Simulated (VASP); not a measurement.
# TiSi16 (a cell with a defect) in VASP: a series of runs, part 2 of 2

VASP 6.6.1. Earlier steps stand in the parts before.

**3. Single point, PBE**

Input file INCAR:

```
SYSTEM = TiSi16
PREC = Accurate
ENCUT = 520
EDIFF = 1E-7
ISMEAR = -1
SIGMA = 0.05
LREAL = Auto
LASPH = .True.
NELM = 80
ALGO = Normal
ISIF = 2
LWAVE = .False.
LCHARG = .True.
GGA = PE
LELF = .True.
LVHAR = .True.
NBANDS = 52
```

Input file KPOINTS:

```
regular mesh
0
Gamma
  2 2 2
  0 0 0
```

Input file POSCAR:

```
TiSi16
1.0
    0.0000000000      5.4300000000      5.4300000000
    5.4300000000      0.0000000000      5.4300000000
    5.4300000000      5.4300000000      0.0000000000
Si Ti
16 1
Direct
   -0.0147229282      0.0456995396     -0.0156459484
    0.1260577348      0.1343409761      0.1251347145
    0.0165438306     -0.0138543278      0.4985012891
    0.1260525783      0.1343525783      0.6141509208
    0.0089820442      0.5072573665      0.0080733886
    0.1097492634      0.6723120626      0.1088089319
    0.0089729282      0.5072696133      0.4753685083
    0.1540350829      0.6083890424      0.6186372928
    0.4994228361     -0.0139060773      0.0156611418
    0.6150794659      0.1343144567      0.1251459484
    0.4994165746     -0.0138955801      0.4985081031
    0.6378500000      0.0879277164      0.6369568140
    0.4763030387      0.5072297422      0.0080715470
    0.6195781768      0.6083477901      0.1531441068
    0.5158000921      0.4540339779      0.5149251381
    0.6195634438      0.6083625230      0.6186142726
    0.7711293738      0.6880299263      0.7702662063
```

Potentials or basis: VASP PAW PBE potentials, release 64 (Si, Ti_sv).

Started as:

```bash
cat potpaw_PBE.64/Si/POTCAR potpaw_PBE.64/Ti_sv/POTCAR > POTCAR
mpirun -np 1 vasp_std > vasp.out
```

OUTCAR:

```text
SYSTEM = TiSi16
   PREC = Accurate
   ENCUT = 520
   EDIFF = 1E-7
   ISMEAR = -1
   LREAL = Auto
   LASPH = .True.
   NELM = 80
   ISIF = 2
   GGA = PE

 ion  position               nearest neighbor table
   1  0.985  0.046  0.984-  10 2.33   4 2.33   2 2.33   6 2.34
   2  0.126  0.134  0.125-   1 2.33   5 2.34   3 2.35   9 2.35
   3  0.017  0.986  0.499-   4 2.35   2 2.35   8 2.37  12 2.38  17 2.96
   4  0.126  0.134  0.614-   1 2.33   7 2.34   3 2.35  11 2.35
   5  0.009  0.507  0.008-   6 2.32   2 2.34  14 2.45   8 2.45  17 2.62
   6  0.110  0.672  0.109-   5 2.32  13 2.32   7 2.32   1 2.34
   7  0.009  0.507  0.475-   6 2.32   4 2.34  16 2.45   8 2.45  17 2.62
   8  0.154  0.608  0.619-  15 2.28   3 2.37  17 2.42   5 2.45   7 2.45
   9  0.499  0.986  0.016-  10 2.35   2 2.35  14 2.37  12 2.38  17 2.96
  10  0.615  0.134  0.125-   1 2.33  13 2.34  11 2.35   9 2.35
  11  0.499  0.986  0.499-  10 2.35   4 2.35  16 2.37  12 2.38  17 2.96
  12  0.638  0.088  0.637-  15 2.30   3 2.38   9 2.38  11 2.38  17 2.51
  13  0.476  0.507  0.008-   6 2.32  10 2.34  16 2.45  14 2.45  17 2.62
  14  0.620  0.608  0.153-  15 2.28   9 2.37  17 2.42   5 2.45  13 2.45
  15  0.516  0.454  0.515-   8 2.28  14 2.28  16 2.28  12 2.30
  16  0.620  0.608  0.619-  15 2.28  11 2.37  17 2.42   7 2.45  13 2.45
  17  0.771  0.688  0.770-  14 2.42  16 2.42   8 2.42  12 2.51  13 2.62   5 2.62   7 2.62   9 2.96
                            11 2.96   3 2.96

  LATTYP: Found a face centered cubic cell.
 ALAT       =    10.8600000000

  Lattice vectors:

 A1 = (   0.0000000000,   5.4300000000,   5.4300000000)
 A2 = (   5.4300000000,   0.0000000000,   5.4300000000)
 A3 = (   5.4300000000,   5.4300000000,   0.0000000000)

Analysis of symmetry for initial positions (statically):
=====================================================================
 Subroutine PRICEL returns:
 Original cell was already a primitive cell.

 Routine SETGRP: Setting up the symmetry group for a
 face centered cubic supercell.

[... 154 lines left out ...]
  Thomas-Fermi vector in A             =   2.146786
   LORBIT       =      0    0 simple, 1 ext, 2 COOP (PROOUT), +10 PAW based schemes
   GGA     = PE    functional components
   LHFCALC =     F    Hartree Fock is set to
   AEXX    =    0.0000 exact exchange contribution
   IVDW    =     0    specifies the selected vdW correction
   LEPSILON=     F    determine dielectric tensor
   LRPA    =     F    only Hartree local field effects (RPA)
 non-spin polarized calculation
  energy-cutoff  :      520.00
  volume of cell :      320.21
 maximum number of plane-waves:      8646
 NGX is ok and might be reduce to    60
   NGX = 29   NGY = 29   NGZ = 29

 number of electron      76.0000003 magnetization

 Free energy of the ion-electron system (eV)
  ---------------------------------------------------
  ext. energy  EPLUGINS =         0.00000000
  ---------------------------------------------------
  free energy    TOTEN  =       -91.79202963 eV

  energy without entropy =      -91.70781711  energy(sigma->0) =      -91.74992337

 E-fermi :   6.9085     XC(G=0):  -9.7621

 val. band max:        6.9048228197   @ k =   0.5000   0.5000   0.5000
 cond. band min:       6.9196697746   @ k =   0.5000   0.0000   0.5000
 fundamental gap:      0.0148469549
 Fermi energy:         6.9085045308

 k-point     1 :       0.0000    0.0000    0.0000
  band No.  band energies     occupation
      1     -49.8657      2.00000
      2     -26.2551      2.00000
      3     -26.2254      2.00000
      4     -26.2254      2.00000
      5      -5.6965      2.00000
      6      -3.4972      2.00000
[... 413 lines left out ...]
     49       9.8757      0.00000
     50      10.4845      0.00000
 [bands above 50 left out]

------------------------ aborting loop because EDIFF is reached ----------------------------------------

  FORCE on cell =-STRESS in cart. coord.  units (eV):
  Direction    XX          YY          ZZ          XY          YZ          ZX
  --------------------------------------------------------------------------------------
  -------------------------------------------------------------------------------------
  Total        7.7234434      7.7246819      7.7297187      0.8234629      0.8191208     -0.8268198
  in kB       38.6448893     38.6510860     38.6762879      4.1202650      4.0985388     -4.1370613
  external PRESSURE =      38.6574211 kB  Pullay stress =       0.0000000 kB

 VOLUME and BASIS-vectors are now :
 -----------------------------------------------------------------------------
  energy-cutoff  :      520.00
  volume of cell :      320.21
      direct lattice vectors                 reciprocal lattice vectors
     0.000000000  5.430000000  5.430000000    -0.092081031  0.092081031  0.092081031
     5.430000000  0.000000000  5.430000000     0.092081031 -0.092081031  0.092081031
     5.430000000  5.430000000  0.000000000     0.092081031  0.092081031 -0.092081031

 POSITION                                       TOTAL-FORCE (eV/Angst)
 -----------------------------------------------------------------------------------
      5.59319     10.69510      5.59820        -0.117715      0.116970     -0.116295
      1.40895      1.36397      1.41397        -0.089349      0.045343     -0.088078
      8.06163      2.79669      5.44460        -0.063334      0.063352     -0.045375
      4.06437      4.01931      1.41400        -0.045410      0.088733     -0.087721
      2.79825      0.09261      2.80318        -0.111292     -0.037235     -0.113183
      4.24149      1.18677      4.24659        -0.093922      0.094288     -0.093316
[... 9 lines left out ...]
      6.66248      6.72331      6.66764        -0.080655      0.218246     -0.080346
      7.91855      8.36978      7.92323         1.104038     -1.105843      1.103267
 -----------------------------------------------------------------------------------
    total drift:                                0.002125      0.000376     -0.010105

  FREE ENERGIE OF THE ION-ELECTRON SYSTEM (eV)
  ---------------------------------------------------
  free  energy   TOTEN  =       -91.7920296288 eV

  energy  without entropy=      -91.7078171094  energy(sigma->0) =      -91.74992337
```

OSZICAR:

```text
N       E                     dE             d eps       ncg     rms          rms(c)
DAV:   1     0.342204548940E+03    0.34220E+03   -0.30861E+04   840   0.127E+03
DAV:   2    -0.578262431754E+02   -0.40003E+03   -0.38226E+03   968   0.247E+02
DAV:   3    -0.922417776837E+02   -0.34416E+02   -0.33328E+02  1192   0.659E+01
DAV:   4    -0.947104988820E+02   -0.24687E+01   -0.24368E+01  1312   0.152E+01
DAV:   5    -0.947665777513E+02   -0.56079E-01   -0.55822E-01  1104   0.214E+00    0.185E+01
DAV:   6    -0.943447978841E+02    0.42178E+00   -0.17979E+01  1132   0.206E+01    0.160E+01
DAV:   7    -0.925605857250E+02    0.17842E+01   -0.24474E+01  1132   0.252E+01    0.954E+00
DAV:   8    -0.918633795427E+02    0.69721E+00   -0.15932E+00  1020   0.574E+00    0.273E+00
DAV:   9    -0.917886947878E+02    0.74685E-01   -0.41760E-01  1264   0.260E+00    0.612E-01
DAV:  10    -0.917900843992E+02   -0.13896E-02   -0.19395E-02  1056   0.517E-01    0.436E-01
DAV:  11    -0.917919442773E+02   -0.18599E-02   -0.57254E-03   976   0.333E-01    0.205E-01
DAV:  12    -0.917919761475E+02   -0.31870E-04   -0.13063E-03  1064   0.177E-01    0.639E-02
DAV:  13    -0.917920203741E+02   -0.44227E-04   -0.20035E-04  1080   0.601E-02    0.224E-02
DAV:  14    -0.917920274806E+02   -0.71065E-05   -0.33652E-05   992   0.232E-02    0.928E-03
DAV:  15    -0.917920298442E+02   -0.23636E-05   -0.49317E-06   992   0.912E-03    0.292E-03
DAV:  16    -0.917920295234E+02    0.32081E-06   -0.42384E-07   992   0.302E-03    0.160E-03
DAV:  17    -0.917920296429E+02   -0.11956E-06   -0.12980E-07   616   0.140E-03    0.439E-04
DAV:  18    -0.917920296288E+02    0.14136E-07   -0.15395E-08   536   0.551E-04
   1 F= -.91792030E+02 E0= -.91749923E+02  d E =-.842125E-01
```

Wall time 11 min (1 thread of Intel Xeon 8259CL, shared host); peak memory 0.51 GiB.

What came out:

| Quantity | Value |
| --- | --- |
| Free energy | -91.7920 eV |
| Pressure | 3.9 GPa |
| Largest force | 1.913 eV/Å |
| Band gap on the k mesh | zero (bands 38 and 39 overlap by 0.33 eV) |

Forces on the atoms (eV/Å):
```
Si  -0.118  0.117 -0.116
Si  -0.089  0.045 -0.088
Si  -0.063  0.063 -0.045
Si  -0.045  0.089 -0.088
Si  -0.111 -0.037 -0.113
Si  -0.094  0.094 -0.093
Si   0.039  0.112 -0.113
Si  -0.079  0.080 -0.219
Si  -0.044  0.063 -0.063
Si  -0.089  0.089 -0.044
Si  -0.063  0.045 -0.063
Si   0.053 -0.054  0.054
Si  -0.113  0.113  0.036
Si  -0.218  0.081 -0.081
Si   0.012 -0.013  0.014
Si  -0.081  0.218 -0.080
Ti   1.104 -1.106  1.103
```

Caveat: the k points lie up to 0.50 Å⁻¹ apart.
